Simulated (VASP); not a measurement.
Here is a VASP 6.6.1 calculation.

Contents of POSCAR:

```
C
1.0
    0.0000000000      1.8502775000      1.8502775000
    1.7834000000      0.0668775000      1.7834000000
    1.7834000000      1.7834000000      0.0668775000
C
2
Direct
    0.5000000000      0.5000000000      0.5000000000
    0.7500000000      0.7500000000      0.7500000000
```

INCAR.step1

```
  ALGO = Normal
  EDIFF = 1E-4
  ENCUT = 520
  GGA = PE
  ISMEAR = 0
  LASPH = True
  LCHARG = False
  LREAL = False
  LWAVE = True
  NBANDS = 11
  NELM = 100
  PREC = Accurate
  SIGMA = 0.05
```

File INCAR.step2:

```
  ALGO = Normal
  EDIFF = 1E-6
  ENCUT = 520
  ISIF = 2
  ISMEAR = 0
  ISTART = 1
  LASPH = True
  LCHARG = False
  LMIXTAU = True
  LREAL = False
  LWAVE = False
  METAGGA = R2SCAN
  NBANDS = 11
  NELM = 100
  PREC = Accurate
  SIGMA = 0.05
```

The input KPOINTS:

```
k-points
0
Gamma
  12 12 12
```

Potentials or basis: VASP PAW PBE potentials, release 64 (C).

The run is started by

```console
$ cat potpaw_PBE.64/C/POTCAR > POTCAR
$ cp INCAR.step1 INCAR
$ mpirun -np 1 vasp_std > vasp.out
$ cp INCAR.step2 INCAR
$ mpirun -np 1 vasp_std > vasp.out
```

**Question.** What does it give for the band gap on the k mesh?

**Answer.** 3.52 eV (least direct gap 4.66 eV).

**Question.** Predict the largest force.

**Answer.** 0.177 eV/Å.

**Question.** Estimate the pressure.

**Answer.** 1.7 GPa.

Stress tensor (GPa, compression positive):
```
 -0.68   0.00   0.00
  0.00   2.93 -44.09
  0.00 -44.09   2.93
```

Caveat: the cell differs from its parent crystal (strain +0.0750 x Voigt [0, 0, 0, 1, 0, 0]); the PAW data sets were made with another functional, which shifts forces and pressure a little. A k mesh can miss the band edges.
